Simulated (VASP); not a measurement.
# YSe (Fm-3m) in VASP: a series of runs, part 2 of 3

VASP 6.6.1. Earlier steps stand in the parts before.

### Step 4. Electric field gradients, LDA (volume scaled by 1.01)

Input file INCAR:

```
SYSTEM = YSe
PREC     = Accurate       ! precision mode
ENCUT    = 520            ! plane-wave cutoff, eV
EDIFF    = 1E-8           ! SCF threshold, eV
ISMEAR   = -1             ! smearing method
SIGMA    = 0.03           ! smearing width, eV
LREAL    = .False.        ! projectors in reciprocal space
LASPH    = .True.         ! aspherical terms in the spheres
NELM     = 60             ! most SCF steps
ALGO     = Normal         ! electronic algorithm
ISIF     = 2              ! what is computed and relaxed
LWAVE    = .False.        ! write WAVECAR
LCHARG   = .False.        ! write CHGCAR
LEFG     = .True.       
NBANDS   = 16             ! bands
```

Input file KPOINTS:

```
regular mesh
0
Gamma
  7 7 7
  0 0 0
```

Input file POSCAR:

```
YSe
1.0
    0.0000000000      2.8845515652      2.8845515652
    2.8845515652      0.0000000000      2.8845515652
    2.8845515652      2.8845515652      0.0000000000
Y Se
1 1
Direct
    0.0000000000      0.0000000000      0.0000000000
    0.5000000000      0.5000000000      0.5000000000
```

Potentials or basis: VASP PAW LDA potentials, release 64 (Y_sv, Se).

On the command line:

```console
$ cat potpaw_LDA.64/Y_sv/POTCAR potpaw_LDA.64/Se/POTCAR > POTCAR
$ mpirun -np 1 vasp_std > vasp.out
```

OUTCAR:

```text
SYSTEM = YSe
   PREC = Accurate
   ENCUT = 520
   EDIFF = 1E-8
   ISMEAR = -1
   LREAL = .False.
   LASPH = .True.
   NELM = 60
   ISIF = 2

 ion  position               nearest neighbor table
   1  0.000  0.000  0.000-   2 2.88   2 2.88   2 2.88   2 2.88   2 2.88   2 2.88
   2  0.500  0.500  0.500-   1 2.88   1 2.88   1 2.88   1 2.88   1 2.88   1 2.88

  LATTYP: Found a face centered cubic cell.
 ALAT       =     5.7691031304

  Lattice vectors:

 A1 = (   0.0000000000,   2.8845515652,   2.8845515652)
 A2 = (   2.8845515652,   0.0000000000,   2.8845515652)
 A3 = (   2.8845515652,   2.8845515652,   0.0000000000)

Analysis of symmetry for initial positions (statically):
=====================================================================
 Subroutine PRICEL returns:
 Original cell was already a primitive cell.

 Routine SETGRP: Setting up the symmetry group for a
 face centered cubic supercell.

 Subroutine GETGRP returns: Found 48 space group operations
[... 561 lines left out ...]
     0.000000000  2.884551565  2.884551565    -0.173337168  0.173337168  0.173337168
     2.884551565  0.000000000  2.884551565     0.173337168 -0.173337168  0.173337168
     2.884551565  2.884551565  0.000000000     0.173337168  0.173337168 -0.173337168

 POSITION                                       TOTAL-FORCE (eV/Angst)
 -----------------------------------------------------------------------------------
      0.00000      0.00000      0.00000         0.000000      0.000000     -0.000000
      2.88455      2.88455      2.88455        -0.000000     -0.000000      0.000000
 -----------------------------------------------------------------------------------
    total drift:                               -0.000000      0.000000      0.000000

  FREE ENERGIE OF THE ION-ELECTRON SYSTEM (eV)
  ---------------------------------------------------
  free  energy   TOTEN  =       -14.8808577800 eV

  energy  without entropy=      -14.8767590744  energy(sigma->0) =      -14.87880843

 Electric field gradients (V/A^2)
---------------------------------------------------------------------
 ion       V_xx      V_yy      V_zz      V_xy      V_xz      V_yz
---------------------------------------------------------------------
   1      -0.000    -0.000     0.000     0.000     0.000     0.000
   2      -0.000    -0.000    -0.000    -0.000    -0.000    -0.000
---------------------------------------------------------------------

 Electric field gradients after diagonalization (V/A^2)
 (convention: |V_zz| > |V_xx| > |V_yy|)
----------------------------------------------------------------------
 ion       V_xx      V_yy      V_zz     asymmetry (V_yy - V_xx)/ V_zz
----------------------------------------------------------------------
   1      -0.000    -0.000     0.000       0.000
   2       0.000     0.000    -0.001       0.000
----------------------------------------------------------------------

           NMR quadrupolar parameters

 Cq : quadrupolar parameter    Cq=e*Q*V_zz/h
 eta: asymmetry parameters     (V_yy - V_xx)/ V_zz
 Q  : nuclear electric quadrupole moment in mb (millibarn)
----------------------------------------------------------------------
 ion       Cq(MHz)       eta       Q (mb)
----------------------------------------------------------------------
   1       0.000       0.000       1.000
   2      -0.000       0.000       1.000
----------------------------------------------------------------------
```

Run time: 17 s. Hardware: 1 thread of Intel Xeon Platinum 8259CL at 2.50GHz (Skylake/Cascade Lake), shared host; peak memory 0.17 GiB.

What came out:

- Free energy: -14.8809 eV
- Pressure: -5.2 GPa

Caveat: without QUAD_EFG the Cq values of the log hold for a quadrupole moment of 1 mb, not for the nuclei.

### Step 5. Electric field gradients, LDA (volume scaled by 1.04)

Input file INCAR:

```
SYSTEM = YSe
PREC = Accurate
ENCUT = 520
EDIFF = 1E-8
ISMEAR = -1
SIGMA = 0.03
LREAL = .False.
LASPH = .True.
NELM = 60
ALGO = Normal
ISIF = 2
LWAVE = .False.
LCHARG = .False.
GGA = CA
LEFG = .True.
NBANDS = 16
```

Input file KPOINTS:

```
Automatic mesh
0
Gamma
  7 7 7
  0 0 0
```

Input file POSCAR:

```
YSe
1.0
    0.0000000000      2.9128332860      2.9128332860
    2.9128332860      0.0000000000      2.9128332860
    2.9128332860      2.9128332860      0.0000000000
Y Se
1 1
Direct
    0.0000000000      0.0000000000      0.0000000000
    0.5000000000      0.5000000000      0.5000000000
```

Potentials or basis: VASP PAW LDA potentials, release 64 (Y_sv, Se).

On the command line:

```console
$ cat potpaw_LDA.64/Y_sv/POTCAR potpaw_LDA.64/Se/POTCAR > POTCAR
$ mpirun -np 1 vasp_std > vasp.out
```

OUTCAR:

```text
SYSTEM = YSe
   PREC = Accurate
   ENCUT = 520
   EDIFF = 1E-8
   ISMEAR = -1
   LREAL = .False.
   LASPH = .True.
   NELM = 60
   ISIF = 2
   GGA = CA

 ion  position               nearest neighbor table
   1  0.000  0.000  0.000-   2 2.91   2 2.91   2 2.91   2 2.91   2 2.91   2 2.91
   2  0.500  0.500  0.500-   1 2.91   1 2.91   1 2.91   1 2.91   1 2.91   1 2.91

  LATTYP: Found a face centered cubic cell.
 ALAT       =     5.8256665720

  Lattice vectors:

 A1 = (   0.0000000000,   2.9128332860,   2.9128332860)
 A2 = (   2.9128332860,   0.0000000000,   2.9128332860)
 A3 = (   2.9128332860,   2.9128332860,   0.0000000000)

Analysis of symmetry for initial positions (statically):
=====================================================================
 Subroutine PRICEL returns:
 Original cell was already a primitive cell.

 Routine SETGRP: Setting up the symmetry group for a
 face centered cubic supercell.

 Subroutine GETGRP returns: Found 48 space group operations
 (whereof 48 operations were pure point group operations)
 out of a pool of 48 trial point group operations.

The static configuration has the point symmetry O_h .

Analysis of symmetry for dynamics (positions and initial velocities):
=====================================================================
 Subroutine PRICEL returns:
 Original cell was already a primitive cell.

 Routine SETGRP: Setting up the symmetry group for a
 face centered cubic supercell.

 Subroutine GETGRP returns: Found 48 space group operations
 (whereof 48 operations were pure point group operations)
 out of a pool of 48 trial point group operations.

The dynamic configuration has the point symmetry O_h .

 Subroutine INISYM returns: Found 48 space group operations
 (whereof 48 operations are pure point group operations),
 and found     1 'primitive' translations

----------------------------------------------------------------------------------------

                                     Primitive cell

  volume of cell :      49.4284

  direct lattice vectors                    reciprocal lattice vectors
     0.000000000  2.912833286  2.912833286    -0.171654177  0.171654177  0.171654177
     2.912833286  0.000000000  2.912833286     0.171654177 -0.171654177  0.171654177
     2.912833286  2.912833286  0.000000000     0.171654177  0.171654177 -0.171654177

  length of vectors
     4.119368338  4.119368338  4.119368338     0.297313756  0.297313756  0.297313756

  position of ions in fractional coordinates (direct lattice)
     0.000000000  0.000000000  0.000000000
     0.500000000  0.500000000  0.500000000

  ion indices of the primitive-cell ions
   primitive index   ion index
                 1           1
                 2           2

----------------------------------------------------------------------------------------

 KPOINTS: Automatic mesh

Automatic generation of k-mesh.
 Grid dimensions read from file:
 generate k-points for:    7    7    7

 Generating k-lattice:
[... 63 lines left out ...]
   ISIF   =      2    stress and relaxation
   ISYM   =      2    0-nonsym 1-usesym 2-fastsym
   POTIM  = 0.5000    time-step for ionic-motion
   TEBEG  =    0.0;   TEEND  =   0.0 temperature during run
   PSTRESS=    0.0 pullay stress
   NELECT =      17.0000    total number of electrons
   NUPDOWN=      -1.0000    fix difference up-down
   EMIN   =  10.00;   EMAX   =-10.00  energy-range for DOS
   EFERMI =   0.00;   METHOD = LEGACY
   ISMEAR =    -1;   SIGMA  =   0.03  broadening in eV -4-tet -1-fermi 0-gaus
   EFERMI_NEDOS =   21; number of points for ismear=-14 and -15
   IALGO  =     38    algorithm
   IMIX   =      4    mixing-type and parameters
     AMIX     =   0.40;   BMIX     =  1.00
     AMIX_MAG =   1.60;   BMIX_MAG =  1.00
  volume/ion in A,a.u.               =      24.71       166.78
  Fermi-wavevector in a.u.,A,eV,Ry     =   1.147006  2.167526 17.900120  1.315622
  Thomas-Fermi vector in A             =   2.283687
   LORBIT       =      0    0 simple, 1 ext, 2 COOP (PROOUT), +10 PAW based schemes
   GGA     = CA    functional components
   LHFCALC =     F    Hartree Fock is set to
   AEXX    =    0.0000 exact exchange contribution
   IVDW    =     0    specifies the selected vdW correction
   LEPSILON=     F    determine dielectric tensor
   LRPA    =     F    only Hartree local field effects (RPA)
 non-spin polarized calculation
  energy-cutoff  :      520.00
  volume of cell :       49.43
 maximum number of plane-waves:      1363
   NGX = 15   NGY = 15   NGZ = 15

 number of electron      16.9999999 magnetization

 Free energy of the ion-electron system (eV)
  ---------------------------------------------------
  ext. energy  EPLUGINS =         0.00000000
  ---------------------------------------------------
  free energy    TOTEN  =       -14.82601196 eV

  energy without entropy =      -14.82184538  energy(sigma->0) =      -14.82392867

 E-fermi :   5.6882     XC(G=0): -10.2440

 val. band max:        5.5148404330   @ k =   0.1429   0.0000   0.0000
 cond. band min:       5.7145234080   @ k =   0.1429   0.0000   0.0000
 fundamental gap:      0.1996829750
 Fermi energy:         5.6882350705

 k-point     1 :       0.0000    0.0000    0.0000
  band No.  band energies     occupation
      1     -37.9577      2.00000
      2     -18.0372      2.00000
      3     -18.0372      2.00000
      4     -18.0372      2.00000
      5      -9.3977      2.00000
      6       2.5968      2.00000
[... 357 lines left out ...]
      3     -18.1628      2.00000
      4     -18.0987      2.00000
      5      -8.6562      2.00000
      6       0.2572      2.00000
[... 8 lines left out ...]
     15      12.5469      0.00000
     16      12.5960      0.00000

------------------------ aborting loop because EDIFF is reached ----------------------------------------

  FORCE on cell =-STRESS in cart. coord.  units (eV):
  Direction    XX          YY          ZZ          XY          YZ          ZX
  --------------------------------------------------------------------------------------
  -------------------------------------------------------------------------------------
  Total       -2.1861339     -2.1861339     -2.1861339      0.0000000      0.0000000      0.0000000
  in kB      -70.8615176    -70.8615176    -70.8615176      0.0000000      0.0000000      0.0000000
  external PRESSURE =     -70.8615176 kB  Pullay stress =       0.0000000 kB

 VOLUME and BASIS-vectors are now :
 -----------------------------------------------------------------------------
  energy-cutoff  :      520.00
  volume of cell :       49.43
      direct lattice vectors                 reciprocal lattice vectors
     0.000000000  2.912833286  2.912833286    -0.171654177  0.171654177  0.171654177
     2.912833286  0.000000000  2.912833286     0.171654177 -0.171654177  0.171654177
     2.912833286  2.912833286  0.000000000     0.171654177  0.171654177 -0.171654177

 POSITION                                       TOTAL-FORCE (eV/Angst)
 -----------------------------------------------------------------------------------
      0.00000      0.00000      0.00000         0.000000      0.000000     -0.000000
      2.91283      2.91283      2.91283        -0.000000     -0.000000      0.000000
 -----------------------------------------------------------------------------------
    total drift:                                0.000000     -0.000000     -0.000000

  FREE ENERGIE OF THE ION-ELECTRON SYSTEM (eV)
  ---------------------------------------------------
  free  energy   TOTEN  =       -14.8260119597 eV

  energy  without entropy=      -14.8218453837  energy(sigma->0) =      -14.82392867

 Electric field gradients (V/A^2)
---------------------------------------------------------------------
 ion       V_xx      V_yy      V_zz      V_xy      V_xz      V_yz
---------------------------------------------------------------------
   1      -0.000     0.000    -0.000    -0.000    -0.000    -0.000
   2       0.000     0.000    -0.000     0.000     0.000     0.000
---------------------------------------------------------------------

 Electric field gradients after diagonalization (V/A^2)
 (convention: |V_zz| > |V_xx| > |V_yy|)
----------------------------------------------------------------------
 ion       V_xx      V_yy      V_zz     asymmetry (V_yy - V_xx)/ V_zz
----------------------------------------------------------------------
   1       0.000     0.000    -0.000       0.000
   2      -0.000    -0.000     0.001       0.000
----------------------------------------------------------------------

           NMR quadrupolar parameters

 Cq : quadrupolar parameter    Cq=e*Q*V_zz/h
 eta: asymmetry parameters     (V_yy - V_xx)/ V_zz
 Q  : nuclear electric quadrupole moment in mb (millibarn)
----------------------------------------------------------------------
 ion       Cq(MHz)       eta       Q (mb)
----------------------------------------------------------------------
   1      -0.000       0.000       1.000
   2       0.000       0.000       1.000
----------------------------------------------------------------------
```

stdout:

```text
POSCAR found type information on POSCAR Y Se
 POSCAR found :  2 types and       2 ions
 scaLAPACK will be used
 LDA part: xc-table for (Slater(with rela. corr.)+CA(PZ))
 , standard interpolation
 POSCAR, INCAR and KPOINTS ok, starting setup
 FFT: planning ... GRIDC
 FFT: planning ... GRID_SOFT
 FFT: planning ... GRID
 WAVECAR not read
 entering main loop
ion   1

ion   2
```

It took 14 s on 1 thread of Intel Xeon Platinum 8259CL at 2.50GHz (Skylake/Cascade Lake), shared host; peak memory 0.18 GiB.

What came out:

```
Free energy : -14.8260 eV
Pressure    : -7.1 GPa
```

Caveat: without QUAD_EFG the Cq values of the log hold for a quadrupole moment of 1 mb, not for the nuclei.

(Continued in part 3 of 3.)
